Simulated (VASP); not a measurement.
Here is a VASP 6.6.1 calculation.

INCAR

```
SYSTEM = Al
ALGO     = Fast           ! electronic algorithm
EDIFF    = 1E-7           ! SCF threshold, eV
ENCUT    = 520            ! plane-wave cutoff, eV
GGA      = PE             ! functional
ISIF     = 2              ! what is computed and relaxed
ISMEAR   = 0              ! smearing method
LASPH    = .TRUE.         ! aspherical terms in the spheres
LCHARG   = .FALSE.        ! write CHGCAR
LREAL    = .FALSE.        ! projectors in reciprocal space
LWAVE    = .FALSE.        ! write WAVECAR
NBANDS   = 8              ! bands
NELM     = 80             ! most SCF steps
PREC     = Accurate       ! precision mode
SIGMA    = 0.15           ! smearing width, eV
```

File KPOINTS:

```
k-points
0
G
  20 20 20
  0 0 0
```

The input POSCAR:

```
Al
1.0
    0.0000000000      2.0138601000      2.0239800000
    2.0239800000      0.0000000000      2.0239800000
    2.0239800000      2.0138601000      0.0000000000
Al
1
Direct
    0.0000000000      0.0000000000      0.0000000000
```

Potentials or basis: VASP PAW PBE potentials, release 64 (Al).

The run is started by

```console
$ cat potpaw_PBE.64/Al/POTCAR > POTCAR
$ mpirun -np 1 vasp_std > vasp.out
```

Q: Estimate the band gap on the k mesh.

A: Zero (an odd number of electrons rules out a gap without spin polarisation).

Q: What does it give for the pressure?

A: -0.1 GPa.

Caveat: the cell differs from its parent crystal (strain -0.0050 x Voigt [0, 1, 0, 0, 0, 0]).
